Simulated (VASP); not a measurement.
Ga, 8 atoms in the cell. It takes space group Pm-3n (No. 223, cubic). Conventional cell: a = 5.431 Å, b = 5.431 Å, c = 5.431 Å, α = 90.00°, β = 90.00°, γ = 90.00°. Within 4.0 Å of Ga (site symmetry m-3) lie 12 Ga at 3.04 Å. Ga (site symmetry -4m2) has 14 Ga at 2.72 to 3.33 Å within 3.6 Å. 

| Quantity | Value |
| --- | --- |
| Program | VASP 6.6.1 |
| Task | single point |
| Functional | revPBE |
| Potentials or basis | VASP PAW PBE potentials, release 64 (Ga_d) |
| Cutoff | 520 eV |
| k mesh | 6 × 6 × 6 |
| Occupations | fermi-dirac, width 0.1 eV |
| Spin | no spin polarisation |
| Dipole correction | no |
| Further INCAR settings | ALGO = Normal; EDIFF = 1e-06; NBANDS = 62 |

Potentials or basis: VASP PAW PBE potentials, release 64 (Ga_d).

Run with:

```bash
$ cat potpaw_PBE.64/Ga_d/POTCAR > POTCAR
$ mpirun -np 1 vasp_std > vasp.out
```

Hardware: 1 thread of Intel Xeon 8259CL, on a shared host.

**Question.** How long does it take, and how much memory?

**Answer.** Run time: 3.5 min on 1 thread of Intel Xeon 8259CL, on a shared host, peak memory 0.31 GiB. Counts: scf iterations 13, k points 20.
